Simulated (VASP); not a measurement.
# Li2O (Fm-3m) in VASP: G0W0 quasiparticle levels with PBE

Aim: the G0W0 quasiparticle levels of Li2O with PBE.

Program: VASP 6.6.1. These are calculated values, not measurements. Logs are shortened: lines on timing, memory, paths and dates and some standing lists are left out, and cuts for length are marked.

## Step 1: The cell of the first run

The structure is cubic, space group Fm-3m (No. 225). Conventional cell: a = 4.573 Å, b = 4.573 Å, c = 4.573 Å, α = 90.00°, β = 90.00°, γ = 90.00°. Within 2.6 Å of O (site symmetry m-3m) lie 8 Li at 1.98 Å. Li (site symmetry -43m) has 4 O at 1.98 Å and 6 Li at 2.29 Å within 2.6 Å.

## Step 2: G0W0 quasiparticle levels, PBE

File POSCAR:

```
Li2O
1.0
    0.0000000000      2.2863684468      2.2863684468
    2.2863684468      0.0000000000      2.2863684468
    2.2863684468      2.2863684468      0.0000000000
O Li
1 2
Direct
    0.0000000000      0.0000000000      0.0000000000
    0.2500000000      0.2500000000      0.2500000000
    0.7500000000      0.7500000000      0.7500000000
```

File INCAR.step1:

```
ALGO     = Normal         # electronic algorithm
EDIFF    = 1E-8           # SCF threshold, eV
ENCUT    = 500            # plane-wave cutoff, eV
GGA      = PE             # functional
ISMEAR   = 0              # smearing method
LASPH    = True           # aspherical terms in the spheres
LCHARG   = False          # write CHGCAR
LREAL    = False          # projectors in reciprocal space
LWAVE    = True           # write WAVECAR
NELM     = 80             # most SCF steps
PREC     = Accurate       # precision mode
SIGMA    = 0.01           # smearing width, eV
```

File INCAR.step2:

```
ALGO     = Exact          # electronic algorithm
EDIFF    = 1E-8           # SCF threshold, eV
ENCUT    = 500            # plane-wave cutoff, eV
GGA      = PE             # functional
ISMEAR   = 0              # smearing method
ISTART   = 1            
LASPH    = True           # aspherical terms in the spheres
LCHARG   = False          # write CHGCAR
LOPTICS  = True           # frequency-dependent dielectric function
LREAL    = False          # projectors in reciprocal space
LWAVE    = True           # write WAVECAR
NBANDS   = 34             # bands
NELM     = 1              # most SCF steps
PREC     = Accurate       # precision mode
SIGMA    = 0.01           # smearing width, eV
```

File INCAR.step3:

```
ALGO     = EVGW0          # electronic algorithm
EDIFF    = 1E-8           # SCF threshold, eV
ENCUT    = 500            # plane-wave cutoff, eV
ENCUTGW  = 60             # cutoff of the response function
GGA      = PE             # functional
ISMEAR   = 0              # smearing method
ISTART   = 1            
LASPH    = True           # aspherical terms in the spheres
LCHARG   = False          # write CHGCAR
LREAL    = False          # projectors in reciprocal space
LWAVE    = False          # write WAVECAR
NBANDS   = 34             # bands
NBANDSGW = 12           
NELMGW   = 1            
NOMEGA   = 48             # frequency points
PREC     = Accurate       # precision mode
PRECFOCK = Fast         
SIGMA    = 0.01           # smearing width, eV
```

File KPOINTS:

```
k-points
0
Gamma
  4 4 4
```

Potentials or basis: VASP PAW PBE potentials, release 64 (O_GW, Li_GW).

Started as:

```sh
> cat potpaw_PBE.64/O_GW/POTCAR potpaw_PBE.64/Li_GW/POTCAR > POTCAR
> cp INCAR.step1 INCAR
> mpirun -np 1 vasp_std > vasp.out
> cp INCAR.step2 INCAR
> mpirun -np 1 vasp_std > vasp.out
> cp INCAR.step3 INCAR
> mpirun -np 1 vasp_std > vasp.out
```

OUTCAR:

```text
EDIFF = 1E-8
   ENCUT = 500
   ENCUTGW = 60
   GGA = PE
   ISMEAR = 0
   ISTART = 1
   LASPH = True
   LREAL = False
   NELMGW = 1
   PREC = Accurate
   PRECFOCK = Fast

 ion  position               nearest neighbor table
   1  0.000  0.000  0.000-   3 1.98   3 1.98   3 1.98   2 1.98   3 1.98   2 1.98   2 1.98   2 1.98

   2  0.250  0.250  0.250-   1 1.98   1 1.98   1 1.98   1 1.98   3 2.29   3 2.29   3 2.29   3 2.29
                             3 2.29   3 2.29
   3  0.750  0.750  0.750-   1 1.98   1 1.98   1 1.98   1 1.98   2 2.29   2 2.29   2 2.29   2 2.29
                             2 2.29   2 2.29

  LATTYP: Found a face centered cubic cell.
 ALAT       =     4.5727368936

  Lattice vectors:

 A1 = (   0.0000000000,   2.2863684468,   2.2863684468)
 A2 = (   2.2863684468,   0.0000000000,   2.2863684468)
 A3 = (   2.2863684468,   2.2863684468,   0.0000000000)

Analysis of symmetry for initial positions (statically):
=====================================================================
 Subroutine PRICEL returns:
 Original cell was already a primitive cell.

 Routine SETGRP: Setting up the symmetry group for a
 face centered cubic supercell.

 Subroutine GETGRP returns: Found 48 space group operations
[... 9 lines left out ...]

 Routine SETGRP: Setting up the symmetry group for a
 face centered cubic supercell.

 Subroutine GETGRP returns: Found 48 space group operations
[... 11 lines left out ...]
                                     Primitive cell

  volume of cell :      23.9039

  direct lattice vectors                    reciprocal lattice vectors
     0.000000000  2.286368447  2.286368447    -0.218687413  0.218687413  0.218687413
     2.286368447  0.000000000  2.286368447     0.218687413 -0.218687413  0.218687413
     2.286368447  2.286368447  0.000000000     0.218687413  0.218687413 -0.218687413

  length of vectors
     3.233413266  3.233413266  3.233413266     0.378777710  0.378777710  0.378777710

  position of ions in fractional coordinates (direct lattice)
     0.000000000  0.000000000  0.000000000
     0.250000000  0.250000000  0.250000000
     0.750000000  0.750000000  0.750000000

  ion indices of the primitive-cell ions
   primitive index   ion index
                 1           1
                 2           2
                 3           3

----------------------------------------------------------------------------------------

 KPOINTS: k-points

Automatic generation of k-mesh.
 Grid dimensions read from file:
 generate k-points for:    4    4    4

 Generating k-lattice:

  Cartesian coordinates                     Fractional coordinates (reciprocal lattice)
    -0.054671853  0.054671853  0.054671853     0.250000000  0.000000000  0.000000000
     0.054671853 -0.054671853  0.054671853     0.000000000  0.250000000  0.000000000
     0.054671853  0.054671853 -0.054671853     0.000000000  0.000000000  0.250000000

  Length of vectors
     0.094694427  0.094694427  0.094694427

  Shift w.r.t. Gamma in fractional coordinates (k-lattice)
     0.000000000  0.000000000  0.000000000

 Subroutine IBZKPT returns following result:
 ===========================================

 Found      8 irreducible k-points:

 Following reciprocal coordinates:
            Coordinates               Weight
  0.000000  0.000000  0.000000      1.000000
  0.250000  0.000000  0.000000      8.000000
  0.500000  0.000000  0.000000      4.000000
  0.250000  0.250000  0.000000      6.000000
  0.500000  0.250000  0.000000     24.000000
 -0.250000  0.250000  0.000000     12.000000
  0.500000  0.500000  0.000000      3.000000
 -0.250000  0.500000  0.250000      6.000000
   k-points           NKPTS =      8   k-points in BZ     NKDIM =     64   number of bands    NBANDS=     34
   number of dos      NEDOS =    301   number of ions     NIONS =      3
   total plane-waves  NPLWV =  13824
   dimension x,y,z NGX =    24 NGY =   24 NGZ =   24
   dimension x,y,z NGXF=    48 NGYF=   48 NGZF=   48
   ions per type =               1   2
   NGX,Y,Z   is equivalent  to a cutoff of  12.34, 12.34, 12.34 a.u.
   NGXF,Y,Z  is equivalent  to a cutoff of  24.68, 24.68, 24.68 a.u.
 SYSTEM =  unknown system
   PREC   = accura    normal or accurate (medium, high low for compatibility)
   ISTART =      1    job   : 0-new  1-cont  2-samecut
   ICHARG =      0    charge: 1-file 2-atom 10-const
   ISPIN  =      1    spin polarized calculation?
   LNONCOLLINEAR =      F non collinear calculations
   LSORBIT =      F    spin-orbit coupling
   LASPH  =      T    aspherical Exc in radial PAW
   ENCUT  =  500.0 eV  36.75 Ry    6.06 a.u.   5.90  5.90  5.90*2*pi/ulx,y,z
   NELM   =     60;   NELMIN=  2; NELMDL=  0     # of ELM steps
   EDIFF  = 0.1E-07   stopping-criterion for ELM
   LREAL  =      F    real-space projection
   EDIFFG = 0.1E-06   stopping-criterion for IOM
   NSW    =      0    number of steps for IOM
   IBRION =     -1    ionic relax: 0-MD 1-quasi-New 2-CG
   NFREE  =      0    steps in history (QN), initial steepest desc. (CG)
   ISIF   =      0    stress and relaxation
   ISYM   =      3    0-nonsym 1-usesym 2-fastsym
   POTIM  = 0.5000    time-step for ionic-motion
   TEBEG  =    0.0;   TEEND  =   0.0 temperature during run
   PSTRESS=    0.0 pullay stress
   NELECT =       8.0000    total number of electrons
   NUPDOWN=      -1.0000    fix difference up-down
   EMIN   =  10.00;   EMAX   =-10.00  energy-range for DOS
   EFERMI =   0.00;   METHOD = LEGACY
   ISMEAR =     0;   SIGMA  =   0.01  broadening in eV -4-tet -1-fermi 0-gaus
   EFERMI_NEDOS =   21; number of points for ismear=-14 and -15
   IALGO  =     38    algorithm
   IMIX   =      4    mixing-type and parameters
     AMIX     =   0.40;   BMIX     =  1.00
     AMIX_MAG =   1.60;   BMIX_MAG =  1.00
  volume/ion in A,a.u.               =       7.97        53.77
  Fermi-wavevector in a.u.,A,eV,Ry     =   1.136620  2.147900 17.577434  1.291905
  Thomas-Fermi vector in A             =   2.273325
   LORBIT       =      0    0 simple, 1 ext, 2 COOP (PROOUT), +10 PAW based schemes
   GGA     = PE    functional components
   LHFCALC =     T    Hartree Fock is set to
   PRECFOCK=fast      Normal, Fast or Accurate (Low or Medium for compatibility)
   ENCUT4O =  -1.0   cutoff for four orbital integrals eV
   NKREDX  =     1    reduce k-point grid by
   NKREDY  =     1    reduce k-point grid by
   NKREDZ  =     1    reduce k-point grid by
   AEXX    =    1.0000 exact exchange contribution
   HFSCREEN=    0.0000 screening length (either q_TF or 0.3 A-1)
   HFSCREENC=   0.0000 screening length for correlation (either q_TF or 0.3 A-1)
   ENCUTFOCK=  -1.0 apply spherical cutoff to Coloumb kernel
   IVDW    =     0    specifies the selected vdW correction
   LEPSILON=     F    determine dielectric tensor
   LRPA    =     F    only Hartree local field effects (RPA)
   LRPAFORCE           =     F    calculate RPA forces
   ENCUTGW             =  60.0    cutoff for response function in eV
   ENCUTGWSOFT         =  48.0    soft cutoff for Coulomb kernel in GW response function in eV
   ENCUTLF             =  -1.0    cutoff for local field effects
   NELMGW              =     1    number of iterations in solving QP/BSE equation
   NELMHF              =     1    number of iterations in the inner HF iteration
   NKREDLFX            =     1    NKREDLFY  =   1   NKREDLFZ  =   1
 non-spin polarized calculation
 Gauss-broadening in eV      SIGMA  =   0.01
  energy-cutoff  :      500.00
  volume of cell :       23.90
 maximum number of plane-waves:       620
  NGX = 14; NGY = 14; NGZ = 14
   NGX = 11   NGY = 11   NGZ = 11
 maximum number of plane-waves:        28
 NGX is ok and might be reduce to    10

 QP shifts <psi_nk| G(iteration)W_0 |psi_nk>: iteration 1
 for sc-GW calculations column KS-energies equals QP-energies in previous step
 and V_xc(KS)=  KS-energies - (<T + V_ion + V_H > + <T+V_H+V_ion>^1  + <V_x>^1)

 k-point   1 :       0.0000    0.0000    0.0000
  band No.  KS-energies  QP-energies   sigma(KS)   V_xc(KS)     V^pw_x(r,r')   Z            occupation Imag(sigma)

      1     -17.7512     -20.3229     -22.5072     -18.9983     -30.5865       0.7329       2.0000       1.2195
      2      -2.2009      -3.3482     -20.5266     -19.0480     -24.6979       0.7759       2.0000       0.1542
      3      -2.2009      -3.3482     -20.5266     -19.0480     -24.6979       0.7759       2.0000       0.1542
      4      -2.2009      -3.3482     -20.5266     -19.0480     -24.6979       0.7759       2.0000       0.1542
      5       3.3040       4.2629      -8.2337      -9.3941      -4.8011       0.8263       0.0000      -0.1119
      6       9.9299      11.5625      -6.2443      -8.2069      -2.5442       0.8318       0.0000      -0.1225
      7       9.9299      11.5625      -6.2443      -8.2069      -2.5442       0.8318       0.0000      -0.1225
      8       9.9299      11.5625      -6.2443      -8.2069      -2.5442       0.8318       0.0000      -0.1225
      9      17.1745      18.1851      -6.0126      -7.3003      -1.2409       0.7848       0.0000      -0.6552
     10      17.1745      18.1851      -6.0126      -7.3003      -1.2409       0.7848       0.0000      -0.6552
     11      17.1745      18.1851      -6.0126      -7.3003      -1.2409       0.7848       0.0000      -0.6552
     12      19.4814      21.0565      -7.0495      -8.9059      -2.8556       0.8485       0.0000      -0.6289

 k-point   2 :       0.2500    0.0000    0.0000
  band No.  KS-energies  QP-energies   sigma(KS)   V_xc(KS)     V^pw_x(r,r')   Z            occupation Imag(sigma)
[... 97 lines left out ...]
      1     -17.4225     -19.9291     -22.9198     -19.5751     -31.0383       0.7494       2.0000       1.1620
      2      -4.0923      -5.5355     -17.5067     -15.6223     -21.4247       0.7658       2.0000       0.1852
      3      -3.7291      -5.2045     -18.7123     -16.7736     -22.8749       0.7610       2.0000       0.1831
      4      -3.7291      -5.2045     -18.7123     -16.7736     -22.8749       0.7610       2.0000       0.1831
      5       5.0875       6.3406      -9.2931     -10.8367      -6.2189       0.8118       0.0000      -0.1161
      6       8.4725       9.9617      -7.3209      -9.1496      -3.3568       0.8143       0.0000      -0.1552
      7      12.2694      14.1632      -9.8794     -12.2833      -5.5782       0.7878       0.0000      -0.3139
      8      12.2694      14.1632      -9.8794     -12.2833      -5.5782       0.7878       0.0000      -0.3139
      9      16.3079      17.8540      -6.5085      -8.4309      -2.2460       0.8043       0.0000      -0.2966
     10      16.3079      17.8540      -6.5085      -8.4309      -2.2460       0.8043       0.0000      -0.2966
     11      21.4216      23.4999      -7.6254     -10.1228      -2.8800       0.8322       0.0000      -0.8460
     12      22.6394      24.9947      -6.4993      -9.3442      -2.2366       0.8279       0.0000      -0.4575
```

Run time: 100 s. Hardware: 1 thread of AMD EPYC, shared host; peak memory 0.17 GiB.

What came out:

```
Band gap on the k mesh, mean-field level : 5.04 eV, indirect (least direct gap 5.50 eV)
Quasiparticle gap                        : 7.11 eV
Least direct quasiparticle gap           : 7.61 eV
```

Caveat: the k points lie up to 0.59 Å⁻¹ apart; bands, screening cutoff and mesh are small and nothing is extrapolated, so the quasiparticle values aren't converged. A k mesh can miss the band edges.
